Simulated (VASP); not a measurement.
Set up this calculation in VASP 6.6.1, as the native input.

```yaml
Task: single point
Functional: PBEsol
Potentials_or_basis: VASP PAW PBE potentials, release 64 (Rb_sv, Cl)
Cutoff: 500 eV
k_mesh: 6 × 6 × 6
Occupations: gaussian, width 0.01 eV
Spin: no spin polarisation
Dipole_correction: no
Further_INCAR_settings: ALGO = Normal; EDIFF = 1e-06; NBANDS = 15
```

The structure of RbCl lies in POSCAR:

```
RbCl
1.0
    0.0000000000      3.1021975370      3.1021975370
    3.1021975370      0.0000000000      3.1021975370
    3.1021975370      3.1021975370      0.0000000000
Rb Cl
1 1
Direct
    0.0000000000      0.0000000000      0.0000000000
    0.5000000000      0.5000000000      0.5000000000
```

These files were run (other wordings do the same):

INCAR

```
SYSTEM = RbCl
PREC = Accurate
ENCUT = 500
EDIFF = 1E-6
ISMEAR = 0
SIGMA = 0.01
LREAL = .False.
LASPH = .True.
NELM = 120
ALGO = Normal
ISIF = 2
LWAVE = .False.
LCHARG = .True.
GGA = PS
LELF = .True.
LVHAR = .True.
NBANDS = 15
GGA_COMPAT = .False.
```

KPOINTS

```
regular mesh
0
Gamma
  6 6 6
  0 0 0
```

Potentials or basis: VASP PAW PBE potentials, release 64 (Rb_sv, Cl).

Run with:

```sh
$ cat potpaw_PBE.64/Rb_sv/POTCAR potpaw_PBE.64/Cl/POTCAR > POTCAR
$ mpirun -np 1 vasp_std > vasp.out
```

Results of the run:

* Pressure: 4.0 GPa
* Band gap on the k mesh: 5.41 eV, direct

Caveat: the PAW data sets were made with another functional, which shifts forces and pressure a little.

It took 7.4 s on 1 thread of Intel(R) Xeon(R) Platinum 8559C (Emerald Rapids), on a shared host, peak memory 0.18 GiB.
